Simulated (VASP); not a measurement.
# K (Im-3m) in VASP: further runs

Runs on K. Level: PBE. Tasks: single point, relaxation of cell and atoms.

Everything below comes from runs of VASP 6.6.1. Logs are shortened: lines on timing, memory, paths and dates and some standing lists are left out, and cuts for length are marked.

## Step 1: The cell of the first run

Symmetry: Im-3m, No. 229, cubic system. The conventional cell has a = 5.294 Å, b = 5.294 Å, c = 5.294 Å, α = 90.00°, β = 90.00°, γ = 90.00°.

## Step 2: Single point, PBE

The input, INCAR:

```
PREC = Accurate
ENCUT = 520
EDIFF = 1E-7
ISMEAR = -1
SIGMA = 0.02
LREAL = F
LASPH = T
NELM = 60
ALGO = Normal
ISIF = 2
LWAVE = F
LCHARG = T
GGA = PE
LELF = T
LVHAR = T
NBANDS = 10
```

The input, KPOINTS:

```
regular mesh
0
Gamma
  6 6 6
```

The input, POSCAR:

```
K
1.0
   -2.6469237270      2.6469237270      2.6469237270
    2.6469237270     -2.6469237270      2.6469237270
    2.6469237270      2.6469237270     -2.6469237270
K
1
Direct
    0.0000000000      0.0000000000      0.0000000000
```

Potentials or basis: VASP PAW PBE potentials, release 64 (K_sv).

Launch:

```console
$ cat potpaw_PBE.64/K_sv/POTCAR > POTCAR
$ mpirun -np 1 vasp_std > vasp.out
```

OUTCAR:

```text
PREC = Accurate
   ENCUT = 520
   EDIFF = 1E-7
   ISMEAR = -1
   LREAL = F
   LASPH = T
   NELM = 60
   ISIF = 2
   GGA = PE

 ion  position               nearest neighbor table
   1  0.000  0.000  0.000-

  LATTYP: Found a body centered cubic cell.
 ALAT       =     5.2938474540

  Lattice vectors:

 A1 = (  -2.6469237270,   2.6469237270,   2.6469237270)
 A2 = (   2.6469237270,  -2.6469237270,   2.6469237270)
 A3 = (   2.6469237270,   2.6469237270,  -2.6469237270)

Analysis of symmetry for initial positions (statically):
=====================================================================
 Subroutine PRICEL returns:
 Original cell was already a primitive cell.

 Routine SETGRP: Setting up the symmetry group for a
 body centered cubic supercell.

 Subroutine GETGRP returns: Found 48 space group operations
 (whereof 48 operations were pure point group operations)
 out of a pool of 48 trial point group operations.

The static configuration has the point symmetry O_h .

Analysis of symmetry for dynamics (positions and initial velocities):
=====================================================================
 Subroutine PRICEL returns:
 Original cell was already a primitive cell.

 Routine SETGRP: Setting up the symmetry group for a
 body centered cubic supercell.

 Subroutine GETGRP returns: Found 48 space group operations
 (whereof 48 operations were pure point group operations)
 out of a pool of 48 trial point group operations.

The dynamic configuration has the point symmetry O_h .

 Subroutine INISYM returns: Found 48 space group operations
 (whereof 48 operations are pure point group operations),
 and found     1 'primitive' translations

----------------------------------------------------------------------------------------

                                     Primitive cell

  volume of cell :      74.1796

  direct lattice vectors                    reciprocal lattice vectors
    -2.646923727  2.646923727  2.646923727     0.000000000  0.188898530  0.188898530
     2.646923727 -2.646923727  2.646923727     0.188898530  0.000000000  0.188898530
     2.646923727  2.646923727 -2.646923727     0.188898530  0.188898530  0.000000000

  length of vectors
     4.584606379  4.584606379  4.584606379     0.267142862  0.267142862  0.267142862

  position of ions in fractional coordinates (direct lattice)
     0.000000000  0.000000000  0.000000000

  ion indices of the primitive-cell ions
   primitive index   ion index
                 1           1

----------------------------------------------------------------------------------------

 KPOINTS: regular mesh

Automatic generation of k-mesh.
 Grid dimensions read from file:
 generate k-points for:    6    6    6

 Generating k-lattice:

  Cartesian coordinates                     Fractional coordinates (reciprocal lattice)
     0.000000000  0.031483088  0.031483088     0.166666667  0.000000000  0.000000000
     0.031483088  0.000000000  0.031483088     0.000000000  0.166666667  0.000000000
     0.031483088  0.031483088  0.000000000     0.000000000  0.000000000  0.166666667

  Length of vectors
     0.044523810  0.044523810  0.044523810

  Shift w.r.t. Gamma in fractional coordinates (k-lattice)
     0.000000000  0.000000000  0.000000000

 Subroutine IBZKPT returns following result:
 ===========================================

 Found     16 irreducible k-points:

 Following reciprocal coordinates:
            Coordinates               Weight
  0.000000  0.000000  0.000000      1.000000
  0.166667  0.000000  0.000000     12.000000
  0.333333  0.000000  0.000000     12.000000
  0.500000  0.000000  0.000000      6.000000
  0.166667  0.166667  0.000000     24.000000
  0.333333  0.166667  0.000000     48.000000
[... 8 lines left out ...]
  0.500000  0.500000  0.333333     12.000000
  0.500000  0.500000  0.500000      1.000000
   k-points           NKPTS =     16   k-points in BZ     NKDIM =     16   number of bands    NBANDS=     10
   number of dos      NEDOS =    301   number of ions     NIONS =      1
   total plane-waves  NPLWV =  46656
   dimension x,y,z NGX =    36 NGY =   36 NGZ =   36
   dimension x,y,z NGXF=    72 NGYF=   72 NGZF=   72
   ions per type =               1
   NGX,Y,Z   is equivalent  to a cutoff of  13.05, 13.05, 13.05 a.u.
   NGXF,Y,Z  is equivalent  to a cutoff of  26.11, 26.11, 26.11 a.u.
 SYSTEM =  unknown system
   PREC   = accura    normal or accurate (medium, high low for compatibility)
   ISTART =      0    job   : 0-new  1-cont  2-samecut
   ICHARG =      2    charge: 1-file 2-atom 10-const
   ISPIN  =      1    spin polarized calculation?
   LNONCOLLINEAR =      F non collinear calculations
   LSORBIT =      F    spin-orbit coupling
   LASPH  =      T    aspherical Exc in radial PAW
   ENCUT  =  520.0 eV  38.22 Ry    6.18 a.u.   8.52  8.52  8.52*2*pi/ulx,y,z
   NELM   =     60;   NELMIN=  2; NELMDL= -5     # of ELM steps
   EDIFF  = 0.1E-06   stopping-criterion for ELM
   LREAL  =      F    real-space projection
   EDIFFG = 0.1E-05   stopping-criterion for IOM
   NSW    =      0    number of steps for IOM
   IBRION =     -1    ionic relax: 0-MD 1-quasi-New 2-CG
   NFREE  =      0    steps in history (QN), initial steepest desc. (CG)
   ISIF   =      2    stress and relaxation
   ISYM   =      2    0-nonsym 1-usesym 2-fastsym
   POTIM  = 0.5000    time-step for ionic-motion
   TEBEG  =    0.0;   TEEND  =   0.0 temperature during run
   PSTRESS=    0.0 pullay stress
   NELECT =       9.0000    total number of electrons
   NUPDOWN=      -1.0000    fix difference up-down
   EMIN   =  10.00;   EMAX   =-10.00  energy-range for DOS
   EFERMI =   0.00;   METHOD = LEGACY
   ISMEAR =    -1;   SIGMA  =   0.02  broadening in eV -4-tet -1-fermi 0-gaus
   EFERMI_NEDOS =   21; number of points for ismear=-14 and -15
   IALGO  =     38    algorithm
   IMIX   =      4    mixing-type and parameters
     AMIX     =   0.40;   BMIX     =  1.00
     AMIX_MAG =   1.60;   BMIX_MAG =  1.00
  volume/ion in A,a.u.               =      74.18       500.59
  Fermi-wavevector in a.u.,A,eV,Ry     =   0.810453  1.531533  8.936759  0.656833
  Thomas-Fermi vector in A             =   1.919631
   LORBIT       =      0    0 simple, 1 ext, 2 COOP (PROOUT), +10 PAW based schemes
   GGA     = PE    functional components
[... 5 lines left out ...]
 non-spin polarized calculation
  energy-cutoff  :      520.00
  volume of cell :       74.18
 maximum number of plane-waves:      2006
 NGX is ok and might be reduce to    36
   NGX = 17   NGY = 17   NGZ = 17

 number of electron       9.0000002 magnetization

 Free energy of the ion-electron system (eV)
  ---------------------------------------------------
  ext. energy  EPLUGINS =         0.00000000
  ---------------------------------------------------
  free energy    TOTEN  =        -1.02673051 eV

  energy without entropy =       -1.02063877  energy(sigma->0) =       -1.02368464

 E-fermi :  -0.1104     XC(G=0):  -5.6306

 val. band max:       -0.3817526889   @ k =   0.1667   0.1667   0.1667
 cond. band min:      -0.1053845346   @ k =   0.3333   0.1667   0.0000
 fundamental gap:      0.2763681543
 Fermi energy:        -0.1104108243

 k-point     1 :       0.0000    0.0000    0.0000
  band No.  band energies     occupation
      1     -32.2743      2.00000
      2     -15.7246      2.00000
      3     -15.7246      2.00000
      4     -15.7246      2.00000
      5      -2.2826      2.00000
      6       4.1474      0.00000
      7       4.1474      0.00000
      8       4.1474      0.00000
      9       5.0523      0.00000
     10       5.0523      0.00000

 k-point     2 :       0.1667    0.0000    0.0000
  band No.  band energies     occupation
      1     -32.2734      2.00000
      2     -15.7412      2.00000
      3     -15.7302      2.00000
      4     -15.7246      2.00000
      5      -1.9431      2.00000
      6       3.5159      0.00000
      7       3.7704      0.00000
      8       4.4172      0.00000
      9       4.8083      0.00000
     10       4.9928      0.00000

 k-point     3 :       0.3333    0.0000    0.0000
  band No.  band energies     occupation
      1     -32.2714      2.00000
      2     -15.7739      2.00000
      3     -15.7413      2.00000
      4     -15.7245      2.00000
      5      -0.9844      2.00000
      6       2.0123      0.00000
      7       3.2345      0.00000
      8       4.8881      0.00000
      9       5.1065      0.00000
     10       5.1948      0.00000

 k-point     4 :       0.5000    0.0000    0.0000
  band No.  band energies     occupation
      1     -32.2704      2.00000
      2     -15.7900      2.00000
      3     -15.7468      2.00000
      4     -15.7245      2.00000
      5       0.3083      0.00000
      6       0.5456      0.00000
      7       3.0238      0.00000
      8       4.7090      0.00000
      9       5.5770      0.00000
     10       5.7700      0.00000
[... 118 lines left out ...]
 k-point    14 :      -0.3333    0.3333    0.3333
  band No.  band energies     occupation
      1     -32.2689      2.00000
      2     -15.7677      2.00000
      3     -15.7596      2.00000
      4     -15.7596      2.00000
      5       0.1539      0.00000
      6       2.0747      0.00000
      7       3.2711      0.00000
      8       3.2711      0.00000
      9       3.8862      0.00000
     10       5.5346      0.00000

 k-point    15 :       0.5000    0.5000    0.3333
  band No.  band energies     occupation
      1     -32.2681      2.00000
      2     -15.7765      2.00000
      3     -15.7657      2.00000
      4     -15.7603      2.00000
      5       1.1509      0.00000
      6       1.3730      0.00000
      7       2.8629      0.00000
      8       3.2479      0.00000
      9       4.0251      0.00000
     10       6.0265      0.00000

 k-point    16 :       0.5000    0.5000    0.5000
  band No.  band energies     occupation
      1     -32.2673      2.00000
      2     -15.7720      2.00000
      3     -15.7720      2.00000
      4     -15.7720      2.00000
      5       1.5392      0.00000
      6       1.5392      0.00000
      7       3.3165      0.00000
      8       3.3165      0.00000
      9       3.3165      0.00000
     10       5.3256      0.00000

------------------------ aborting loop because EDIFF is reached ----------------------------------------

  FORCE on cell =-STRESS in cart. coord.  units (eV):
  Direction    XX          YY          ZZ          XY          YZ          ZX
  --------------------------------------------------------------------------------------
  -------------------------------------------------------------------------------------
  Total       -0.0014493     -0.0014493     -0.0014493     -0.0000000     -0.0000000      0.0000000
  in kB       -0.0313039     -0.0313039     -0.0313039     -0.0000000     -0.0000000      0.0000000
  external PRESSURE =      -0.0313039 kB  Pullay stress =       0.0000000 kB

 VOLUME and BASIS-vectors are now :
 -----------------------------------------------------------------------------
  energy-cutoff  :      520.00
  volume of cell :       74.18
      direct lattice vectors                 reciprocal lattice vectors
    -2.646923727  2.646923727  2.646923727     0.000000000  0.188898530  0.188898530
     2.646923727 -2.646923727  2.646923727     0.188898530  0.000000000  0.188898530
     2.646923727  2.646923727 -2.646923727     0.188898530  0.188898530  0.000000000

 POSITION                                       TOTAL-FORCE (eV/Angst)
 -----------------------------------------------------------------------------------
      0.00000      0.00000      0.00000         0.000000      0.000000      0.000000
 -----------------------------------------------------------------------------------
    total drift:                               -0.000000     -0.000000      0.000000

  FREE ENERGIE OF THE ION-ELECTRON SYSTEM (eV)
  ---------------------------------------------------
  free  energy   TOTEN  =        -1.0267305125 eV

  energy  without entropy=       -1.0206387742  energy(sigma->0) =       -1.02368464
```

Run time: 6.2 s. Hardware: 1 thread of AMD EPYC 9R45 (Zen 5), shared host; peak memory 0.16 GiB.

What came out:

- Free energy: -1.0267 eV
- Pressure: 0.0 GPa
- Band gap on the k mesh: zero (an odd number of electrons rules out a gap without spin polarisation)

## Step 3: Relaxation of cell and atoms, PBE

This run uses another cell than the first one, of 71.32 Å³/atom.

The input, INCAR:

```
  ALGO = Normal
  EDIFF = 1E-6
  EDIFFG = -0.01
  ENCUT = 600
  GGA = PE
  IBRION = 2
  ISIF = 3
  ISMEAR = -1
  LASPH = True
  LCHARG = False
  LREAL = False
  LWAVE = False
  NELM = 100
  NSW = 60
  PREC = Accurate
  SIGMA = 0.02
```

The input, KPOINTS:

```
k-points
0
Gamma
  6 6 6
```

The input, POSCAR:

```
K
1.0
   -2.6125000000      2.6125000000      2.6125000000
    2.6125000000     -2.6125000000      2.6125000000
    2.6125000000      2.6125000000     -2.6125000000
K
1
Direct
    0.0000000000      0.0000000000      0.0000000000
```

Potentials or basis: VASP PAW PBE potentials, release 64 (K_sv).

Launch:

```console
$ cat potpaw_PBE.64/K_sv/POTCAR > POTCAR
$ mpirun -np 1 vasp_std > vasp.out
```

OUTCAR:

```text
EDIFF = 1E-6
   EDIFFG = -0.01
   ENCUT = 600
   GGA = PE
   IBRION = 2
   ISIF = 3
   ISMEAR = -1
   LASPH = True
   LREAL = False
   NELM = 100
   NSW = 60
   PREC = Accurate

 ion  position               nearest neighbor table
   1  0.000  0.000  0.000-

  LATTYP: Found a body centered cubic cell.
 ALAT       =     5.2250000000

  Lattice vectors:

 A1 = (  -2.6125000000,   2.6125000000,   2.6125000000)
 A2 = (   2.6125000000,  -2.6125000000,   2.6125000000)
 A3 = (   2.6125000000,   2.6125000000,  -2.6125000000)

Analysis of symmetry for initial positions (statically):
=====================================================================
 Subroutine PRICEL returns:
 Original cell was already a primitive cell.

[... 165 lines left out ...]
  -------------------------------------------------------------------------------------
  Total        0.0694605      0.0694605      0.0694605     -0.0000000      0.0000000     -0.0000000
  in kB        1.5603417      1.5603417      1.5603417     -0.0000000      0.0000000     -0.0000000
  external PRESSURE =       1.5603417 kB  Pullay stress =       0.0000000 kB
[... 127 lines left out ...]
--------------------------------------- Ionic step        5  -------------------------------------------

 number of electron       9.0000002 magnetization

 Free energy of the ion-electron system (eV)
  ---------------------------------------------------
  ext. energy  EPLUGINS =         0.00000000
  ---------------------------------------------------
  free energy    TOTEN  =        -1.02675453 eV

  energy without entropy =       -1.02066279  energy(sigma->0) =       -1.02370866

 E-fermi :  -0.1126     XC(G=0):  -5.6290

 val. band max:       -0.3838268419   @ k =   0.1667   0.1667   0.1667
 cond. band min:      -0.1075587440   @ k =   0.3333   0.1667   0.0000
 fundamental gap:      0.2762680979
 Fermi energy:        -0.1125850337

 k-point     1 :       0.0000    0.0000    0.0000
  band No.  band energies     occupation
      1     -32.2768      2.00000
      2     -15.7274      2.00000
      3     -15.7274      2.00000
      4     -15.7274      2.00000
      5      -2.2835      2.00000
      6       4.1446      0.00000
      7       4.1446      0.00000
      8       4.1446      0.00000
[... 191 lines left out ...]
  FREE ENERGIE OF THE ION-ELECTRON SYSTEM (eV)
  ---------------------------------------------------
  free  energy   TOTEN  =        -1.0267545304 eV

  energy  without entropy=       -1.0206627919  energy(sigma->0) =       -1.02370866

 reached required accuracy - stopping structural energy minimisation
```

CONTCAR:

```text
K
   1.00000000000000
    -2.6476530410634558    2.6476530410634558    2.6476530410634558
     2.6476530410634558   -2.6476530410634558    2.6476530410634558
     2.6476530410634558    2.6476530410634558   -2.6476530410634558
  K
     1
Direct
     0.0000000000000000    0.0000000000000000    0.0000000000000000

  0.00000000E+00  0.00000000E+00  0.00000000E+00
```

Wall time 18 s (1 thread of AMD EPYC 9R45 (Zen 5), shared host); peak memory 0.17 GiB.

What came out:

```
Free energy                           : -1.0268 eV
Relaxed volume                        : 74.24 Å³/atom
Relaxed cell                          : a = 4.586 Å, b = 4.586 Å, c = 4.586 Å, α = 109.47°, β = 109.47°, γ = 109.47°
Space group after relaxing (to 0.1 Å) : Im-3m (No. 229)
Energy gained by relaxing             : 1.4 meV/atom
Ionic steps                           : 5
Pressure after relaxing               : 0.0 GPa
Band gap on the k mesh                : zero (an odd number of electrons rules out a gap without spin polarisation)
```

The path:
```
step  energy change (eV)  largest force (eV/Å)  pressure (GPa)  volume (Å³)
   1              0.0000                0.0000            0.16        71.32
   2             -0.0006                0.0000            0.11        72.04
   3             -0.0012                0.0000            0.05        73.25
   4             -0.0011                0.0000           -0.07        75.70
   5             -0.0014                0.0000            0.01        74.24
```

Final structure:
```yaml
crystal:
  lattice:
    - [-2.64765, 2.64765, 2.64765]
    - [2.64765, -2.64765, 2.64765]
    - [2.64765, 2.64765, -2.64765]
  atoms:
    - { symbol: K, position: [0.00000, 0.00000, 0.00000] }
```

PBE usually gives volumes a little too large and moduli too small. Zero-point motion and thermal expansion aren't in these numbers.
